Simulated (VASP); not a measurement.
Input of a VASP 6.6.1 run:

Contents of INCAR:

```
SYSTEM = NaH
ALGO = Normal
EDIFF = 1E-6
ENCUT = 520
GGA = CA
ISIF = 2
ISMEAR = 0
LASPH = .TRUE.
LCHARG = .FALSE.
LREAL = .FALSE.
LWAVE = .FALSE.
NBANDS = 11
NELM = 60
PREC = Accurate
SIGMA = 0.01
```

The input KPOINTS:

```
k-points
0
G
  8 8 8
  0 0 0
```

File POSCAR:

```
NaH
1.0
    0.0117276838      2.3514006093      2.3514006093
    2.3514006093      0.0117276838      2.3514006093
    2.3514006093      2.3514006093      0.0117276838
Na H
1 1
Direct
    0.0000000000      0.0000000000      0.0000000000
    0.5000000000      0.5000000000      0.5000000000
```

Potentials or basis: VASP PAW LDA potentials, release 64 (Na_pv, H).

Command:

```bash
$ cat potpaw_LDA.64/Na_pv/POTCAR potpaw_LDA.64/H/POTCAR > POTCAR
$ mpirun -np 1 vasp_std > vasp.out
```

What does it give for the pressure?

-0.1 GPa.

Estimate the band gap on the k mesh.

3.50 eV, indirect (least direct gap 4.49 eV).

Stress tensor (GPa, compression positive):
```
-0.08 -0.12 -0.12
-0.12 -0.08 -0.12
-0.12 -0.12 -0.08
```

Caveat: the cell differs from its parent crystal (equal xy, yz and zx engineering shears of +0.5 %). A k mesh can miss the band edges.
